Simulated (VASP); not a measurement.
# MgS (P6_3mc) in VASP: a series of runs

The runs below take MgS through dielectric tensor, vibrations by perturbation theory, with PBE, PBEsol.

Everything below comes from runs of VASP 6.6.1. Logs are shortened: lines on timing, memory, paths and dates and some standing lists are left out, and cuts for length are marked.

### 1 The cell of the first run

The structure is hexagonal, space group P6_3mc (No. 186). Conventional cell: a = 4.035 Å, b = 4.035 Å, c = 6.432 Å, α = 90.00°, β = 90.00°, γ = 120.00°. Within 3.2 Å of S (site symmetry 3m) lie 4 Mg at 2.45 to 2.47 Å. Mg (site symmetry 3m) has 4 S at 2.45 to 2.47 Å within 3.2 Å.

### 2 Dielectric tensor, PBE

INCAR reads:

```
ALGO = Normal
EDIFF = 1E-8
ENCUT = 520
GGA = PE
ISIF = 2
ISMEAR = 0
LASPH = T
LCHARG = F
LEPSILON = T
LREAL = F
LWAVE = F
NELM = 80
PREC = Accurate
SIGMA = 0.01
```

KPOINTS reads:

```
k-points
0
Gamma
  8 8 4
```

POSCAR reads:

```
MgS
1.0
    4.0346224068      0.0000000000      0.0000000000
   -2.0173112034      3.4940854990      0.0000000000
    0.0000000000      0.0000000000      6.4322941800
S Mg
2 2
Direct
    0.6666666667      0.3333333333      0.8792441500
    0.3333333333      0.6666666667      0.3792441500
    0.3333333333      0.6666666667      0.9957548500
    0.6666666667      0.3333333333      0.4957548500
```

Potentials or basis: VASP PAW PBE potentials, release 64 (S, Mg).

Command:

```bash
cat potpaw_PBE.64/S/POTCAR potpaw_PBE.64/Mg/POTCAR > POTCAR
mpirun -np 1 vasp_std > vasp.out
```

OUTCAR:

```text
EDIFF = 1E-8
   ENCUT = 520
   GGA = PE
   ISIF = 2
   ISMEAR = 0
   LASPH = T
   LEPSILON = T
   LREAL = F
   NELM = 80
   PREC = Accurate

 ion  position               nearest neighbor table
   1  0.667  0.333  0.879-   3 2.45   3 2.45   3 2.45   4 2.47
   2  0.333  0.667  0.379-   4 2.45   4 2.45   4 2.45   3 2.47
   3  0.333  0.667  0.996-   1 2.45   1 2.45   1 2.45   2 2.47
   4  0.667  0.333  0.496-   2 2.45   2 2.45   2 2.45   1 2.47

  LATTYP: Found a hexagonal cell.
 ALAT       =     4.0346224068
 C/A-ratio  =     1.5942741430

  Lattice vectors:

 A1 = (   4.0346224068,   0.0000000000,   0.0000000000)
 A2 = (  -2.0173112034,   3.4940854990,   0.0000000000)
 A3 = (   0.0000000000,   0.0000000000,   6.4322941800)

Analysis of symmetry for initial positions (statically):
=====================================================================
 Subroutine PRICEL returns:
 Original cell was already a primitive cell.

 Routine SETGRP: Setting up the symmetry group for a
 hexagonal supercell.

 Subroutine GETGRP returns: Found 12 space group operations
 (whereof  6 operations were pure point group operations)
 out of a pool of 24 trial point group operations.

The static configuration has the point symmetry C_3v.
 The point group associated with its full space group is C_6v.

Analysis of symmetry for dynamics (positions and initial velocities):
=====================================================================
 Subroutine PRICEL returns:
 Original cell was already a primitive cell.

 Routine SETGRP: Setting up the symmetry group for a
 hexagonal supercell.

 Subroutine GETGRP returns: Found 12 space group operations
 (whereof  6 operations were pure point group operations)
 out of a pool of 24 trial point group operations.

The dynamic configuration has the point symmetry C_3v.
 The point group associated with its full space group is C_6v.

 Subroutine INISYM returns: Found 12 space group operations
 (whereof  6 operations are pure point group operations),
 and found     1 'primitive' translations

----------------------------------------------------------------------------------------

                                     Primitive cell

  volume of cell :      90.6781

  direct lattice vectors                    reciprocal lattice vectors
     4.034622407  0.000000000  0.000000000     0.247854669  0.143098960  0.000000000
    -2.017311203  3.494085499  0.000000000     0.000000000  0.286197919  0.000000000
     0.000000000  0.000000000  6.432294180     0.000000000  0.000000000  0.155465526

  length of vectors
     4.034622407  4.034622407  6.432294180     0.286197919  0.286197919  0.155465526

  position of ions in fractional coordinates (direct lattice)
     0.666666667  0.333333333  0.879244150
     0.333333333  0.666666667  0.379244150
     0.333333333  0.666666667  0.995754850
     0.666666667  0.333333333  0.495754850

  ion indices of the primitive-cell ions
   primitive index   ion index
                 1           1
                 2           2
                 3           3
                 4           4

----------------------------------------------------------------------------------------

 KPOINTS: k-points

Automatic generation of k-mesh.
 Grid dimensions read from file:
 generate k-points for:    8    8    4

 Generating k-lattice:

  Cartesian coordinates                     Fractional coordinates (reciprocal lattice)
     0.030981834  0.017887370  0.000000000     0.125000000  0.000000000  0.000000000
     0.000000000  0.035774740  0.000000000     0.000000000  0.125000000  0.000000000
     0.000000000  0.000000000  0.038866382     0.000000000  0.000000000  0.250000000

  Length of vectors
     0.035774740  0.035774740  0.038866382

  Shift w.r.t. Gamma in fractional coordinates (k-lattice)
     0.000000000  0.000000000  0.000000000

 Subroutine IBZKPT returns following result:
 ===========================================

 Found     30 irreducible k-points:

 Following reciprocal coordinates:
            Coordinates               Weight
  0.000000  0.000000  0.000000      1.000000
  0.125000  0.000000  0.000000      6.000000
  0.250000  0.000000  0.000000      6.000000
  0.375000  0.000000  0.000000      6.000000
  0.500000  0.000000  0.000000      3.000000
  0.125000  0.125000  0.000000      6.000000
[... 16 lines left out ...]
  0.250000  0.000000  0.500000      6.000000
  0.375000  0.000000  0.500000      6.000000
 [... further k-points ...]
[... 25 lines left out ...]
   ISYM   =      2    0-nonsym 1-usesym 2-fastsym
   POTIM  = 0.5000    time-step for ionic-motion
   TEBEG  =    0.0;   TEEND  =   0.0 temperature during run
   PSTRESS=    0.0 pullay stress
   NELECT =      16.0000    total number of electrons
   NUPDOWN=      -1.0000    fix difference up-down
   EMIN   =  10.00;   EMAX   =-10.00  energy-range for DOS
   EFERMI =   0.00;   METHOD = LEGACY
   ISMEAR =     0;   SIGMA  =   0.01  broadening in eV -4-tet -1-fermi 0-gaus
   EFERMI_NEDOS =   21; number of points for ismear=-14 and -15
   IALGO  =     38    algorithm
   IMIX   =      4    mixing-type and parameters
     AMIX     =   0.40;   BMIX     =  1.00
     AMIX_MAG =   1.60;   BMIX_MAG =  1.00
  volume/ion in A,a.u.               =      22.67       152.98
  Fermi-wavevector in a.u.,A,eV,Ry     =   0.918221  1.735187 11.471486  0.843130
  Thomas-Fermi vector in A             =   2.043279
   LORBIT       =      0    0 simple, 1 ext, 2 COOP (PROOUT), +10 PAW based schemes
   GGA     = PE    functional components
   LHFCALC =     F    Hartree Fock is set to
   AEXX    =    0.0000 exact exchange contribution
   IVDW    =     0    specifies the selected vdW correction
   LEPSILON=     T    determine dielectric tensor
   LRPA    =     F    only Hartree local field effects (RPA)
 non-spin polarized calculation
 Gauss-broadening in eV      SIGMA  =   0.01
  energy-cutoff  :      520.00
  volume of cell :       90.68
 maximum number of plane-waves:      2464
 NGX is ok and might be reduce to    30
   NGX = 15   NGY = 15   NGZ = 23

--------------------------------------- Ionic step        1  -------------------------------------------

 number of electron      16.0000004 magnetization

 E-fermi :   1.2550     XC(G=0):  -8.3830

 val. band max:        1.1981302379   @ k =   0.0000   0.0000   0.0000
 cond. band min:       4.6322396620   @ k =   0.0000   0.0000   0.0000
 fundamental gap:      3.4341094241
 Fermi energy:         1.2550289827

 k-point     1 :       0.0000    0.0000    0.0000
  band No.  band energies     occupation
      1     -10.2128      2.00000
      2      -9.4838      2.00000
      3      -2.0197      2.00000
      4       0.6173      2.00000
      5       0.6173      2.00000
      6       1.0360      2.00000
      7       1.0360      2.00000
      8       1.1981      2.00000
      9       4.6322      0.00000
     10       5.8699      0.00000
     11       8.6728      0.00000
     12       8.6728      0.00000
[... 331 lines left out ...]
 k-point    24 :       0.3750    0.0000    0.5000
  band No.  band energies     occupation
      1      -9.4971      2.00000
      2      -9.4971      2.00000
      3      -1.6876      2.00000
      4      -1.6876      2.00000
      5       0.3373      2.00000
      6       0.3373      2.00000
      7       0.3678      2.00000
      8       0.3678      2.00000
      9       6.0441      0.00000
     10       6.0441      0.00000
     11       7.6923      0.00000
     12       7.6923      0.00000

 [... further k-points ...]

  FORCE on cell =-STRESS in cart. coord.  units (eV):
  Direction    XX          YY          ZZ          XY          YZ          ZX
  --------------------------------------------------------------------------------------
  -------------------------------------------------------------------------------------
  Total        0.5658493      0.5658493      0.4243144      0.0000000     -0.0000000      0.0000000
  in kB        9.9979053      9.9979053      7.4971466      0.0000000     -0.0000000      0.0000000
  external PRESSURE =       9.1643191 kB  Pullay stress =       0.0000000 kB

 VOLUME and BASIS-vectors are now :
 -----------------------------------------------------------------------------
  energy-cutoff  :      520.00
  volume of cell :       90.68
      direct lattice vectors                 reciprocal lattice vectors
     4.034622407  0.000000000  0.000000000     0.247854669  0.143098960  0.000000000
    -2.017311203  3.494085499  0.000000000     0.000000000  0.286197919  0.000000000
     0.000000000  0.000000000  6.432294180     0.000000000  0.000000000  0.155465526

 POSITION                                       TOTAL-FORCE (eV/Angst)
 -----------------------------------------------------------------------------------
      2.01731      1.16470      5.65556         0.000000      0.000000     -0.048502
     -0.00000      2.32939      2.43941        -0.000000     -0.000000     -0.048502
     -0.00000      2.32939      6.40499         0.000000     -0.000000      0.048502
      2.01731      1.16470      3.18884        -0.000000      0.000000      0.048502
 -----------------------------------------------------------------------------------
    total drift:                                0.000000     -0.000000      0.000066

  FREE ENERGIE OF THE ION-ELECTRON SYSTEM (eV)
  ---------------------------------------------------
  free  energy   TOTEN  =       -16.9756589151 eV

  energy  without entropy=      -16.9756589151  energy(sigma->0) =      -16.97565892

 HEAD OF MICROSCOPIC STATIC DIELECTRIC TENSOR (INDEPENDENT PARTICLE, excluding Hartree and local field effects)
 ------------------------------------------------------
           4.414747     0.000000     0.000000
           0.000000     4.414747    -0.000000
           0.000000     0.000000     4.502363
 ------------------------------------------------------

 Free energy of the ion-electron system (eV)
  ---------------------------------------------------
  ---------------------------------------------------
  free energy    TOTEN  =        -0.84848563 eV

  energy without entropy =       -0.84848563

------------------------ aborting loop because EDIFF is reached ----------------------------------------

--------------------------------------- Ionic step        2  -------------------------------------------

------------------------ aborting loop because EDIFF is reached ----------------------------------------

--------------------------------------- Ionic step        3  -------------------------------------------

 Free energy of the ion-electron system (eV)
  ---------------------------------------------------
  ---------------------------------------------------
  free energy    TOTEN  =        -0.87791381 eV

  energy without entropy =       -0.87791381

------------------------ aborting loop because EDIFF is reached ----------------------------------------

 PIEZOELECTRIC TENSOR FIELD DIRECTION 3  (e Angst)
 -----------------------------------------------------------------------------
     1.14024  0.00000 -0.00000           ( -0.03263  0.00000  0.00000)
     0.00000  1.14024  0.00000           (  0.00000 -0.03263  0.00000)
     0.00000 -0.00000 -2.09196           (  0.00000  0.00000  0.06959)

 PIEZOELECTRIC TENSOR FIELD DIRECTION 3  (C/m^2)
 -----------------------------------------------------------------------------
     0.20147  0.00000 -0.00000
     0.00000  0.20147  0.00000
     0.00000 -0.00000 -0.36963

 MACROSCOPIC STATIC DIELECTRIC TENSOR (including local field effects in DFT)
 ------------------------------------------------------
           3.984103     0.000000     0.000000
           0.000000     3.984103     0.000000
          -0.000000     0.000000     4.100425
 ------------------------------------------------------

 PIEZOELECTRIC TENSOR (including local field effects)  for field in x, y, z        (e  Angst)
          XX          YY          ZZ          XY          YZ          ZX
  --------------------------------------------------------------------------------
  x    -0.00000    -0.00000     0.00000     0.00000     0.00000     1.15499
  y     0.00000    -0.00000     0.00000     0.00000     1.15499     0.00000
  z     1.14024     1.14024    -2.09196     0.00000     0.00000    -0.00000

 PIEZOELECTRIC TENSOR (including local field effects)  for field in x, y, z        (C/m^2)
          XX          YY          ZZ          XY          YZ          ZX
  --------------------------------------------------------------------------------
  x    -0.00000    -0.00000     0.00000     0.00000     0.00000     0.20407
  y     0.00000    -0.00000     0.00000     0.00000     0.20407     0.00000
  z     0.20147     0.20147    -0.36963     0.00000     0.00000    -0.00000

 BORN EFFECTIVE CHARGES (including local field effects) (in |e|, cummulative output)
 ---------------------------------------------------------------------------------
 ion    1
    1    -1.88736     0.00000    -0.00000
    2    -0.00000    -1.88736     0.00000
    3     0.00000     0.00000    -1.96015
 ion    2
    1    -1.88736     0.00000     0.00000
    2     0.00000    -1.88736     0.00000
    3     0.00000     0.00000    -1.96015
 ion    3
    1     1.88736     0.00000    -0.00000
    2    -0.00000     1.88736     0.00000
    3    -0.00000     0.00000     1.96015
 ion    4
    1     1.88736     0.00000    -0.00000
    2     0.00000     1.88736     0.00000
    3     0.00000    -0.00000     1.96015
```

Run time: 8.4 min. Hardware: 1 thread of AMD EPYC 7R13 (Zen 3), shared host; peak memory 0.35 GiB.

What came out:

| Quantity | Value |
| --- | --- |
| Band gap on the k mesh | 3.43 eV, direct |
| Electronic dielectric tensor (diagonal) | 3.98, 3.98, 4.10 |
| Born charges (mean of the diagonal) | S -1.91; Mg +1.91 e |

Levels at points of the mesh, in eV from the valence-band top:
| k point | band 5 | band 6 | band 7 | band 8 | band 9 | band 10 | band 11 | band 12 |
| --- | --- | --- | --- | --- | --- | --- | --- | --- |
| (0.00, 0.00, 0.00) | -0.58 | -0.16 | -0.16 | 0.00 | 3.43 | 4.67 | 7.47 | 7.47 |
| (0.50, 0.00, 0.00) | -1.88 | -1.25 | -0.93 | -0.48 | 4.72 | 5.20 | 5.80 | 7.49 |
| (0.00, 0.00, 0.50) | -0.38 | -0.38 | -0.38 | -0.38 | 4.90 | 4.90 | 7.61 | 7.61 |
| (0.50, 0.00, 0.50) | -0.90 | -0.90 | -0.80 | -0.80 | 4.65 | 4.65 | 6.28 | 6.28 |

Electronic dielectric tensor:
```
3.98 0.00 0.00
0.00 3.98 0.00
0.00 0.00 4.10
```

Born effective charge tensors (e):
atom 1, S
```
-1.89  0.00  0.00
 0.00 -1.89  0.00
 0.00  0.00 -1.96
```
atom 2, S
```
-1.89  0.00  0.00
 0.00 -1.89  0.00
 0.00  0.00 -1.96
```
atom 3, Mg
```
1.89 0.00 0.00
0.00 1.89 0.00
0.00 0.00 1.96
```
atom 4, Mg
```
1.89 0.00 0.00
0.00 1.89 0.00
0.00 0.00 1.96
```

(Continued in part 2 of 2.)
